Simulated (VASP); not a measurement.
Wanted: the native input for a VASP 6.6.1 run.

```
Task                   : single point
Functional             : rpbe exchange, lyp correlation
Potentials or basis    : VASP PAW PBE potentials, release 64 (Hf_pv, C)
Cutoff                 : 600 eV
k mesh                 : 8 × 8 × 8
Occupations            : gaussian, width 0.025 eV
Spin                   : non-collinear spin, zero start, spin-orbit coupling
Starting moments       : [[0.0, 0.0, 0.0], [0.0, 0.0, 0.0]] μB
Dipole correction      : no
Further INCAR settings : ALGO = Normal; EDIFF = 1e-06; NBANDS = 26
```

The structure of HfC lies in POSCAR:

```
HfC
1.0
    0.0000000000      2.2935772291      2.2935772291
    2.2935772291      0.0000000000      2.2935772291
    2.2935772291      2.2935772291      0.0000000000
Hf C
1 1
Direct
    0.5000000000      0.5000000000      0.5000000000
    0.0000000000      0.0000000000      0.0000000000
```

One way to write it, as run:

INCAR

```
SYSTEM = HfC
PREC = Accurate
ENCUT = 600
EDIFF = 1E-6
ISMEAR = 0
SIGMA = 0.025
LREAL = .False.
LASPH = .True.
NELM = 200
ALGO = Normal
ISIF = 2
LWAVE = .False.
LCHARG = .False.
MAGMOM = 0 0 0 0 0 0
LORBIT = 11
LSORBIT = .True.
GGA_COMPAT = .False.
LORBMOM = .True.
LMAXMIX = 4
GGA = LIBXC
LIBXC1 = GGA_X_RPBE
LIBXC2 = GGA_C_LYP
NBANDS = 26
```

KPOINTS

```
Automatic mesh
0
Gamma
  8 8 8
  0 0 0
```

Potentials or basis: VASP PAW PBE potentials, release 64 (Hf_pv, C).

The run is started by

```console
$ cat potpaw_PBE.64/Hf_pv/POTCAR potpaw_PBE.64/C/POTCAR > POTCAR
$ mpirun -np 1 vasp_ncl > vasp.out
```

Results of the run:

```
Pressure                                              : 22.0 GPa
Net moment                                            : 0.00 μB per cell
Valence electrons inside the program's atomic spheres : Hf 8.77; C 2.46
```

Caveat: the cell stands under pressure; the PAW data sets were made with another functional, which shifts forces and pressure a little.

Run time: 67 s on 1 thread of Intel(R) Xeon(R) Platinum 8488C (Sapphire Rapids) (shared host), peak memory 0.26 GiB.
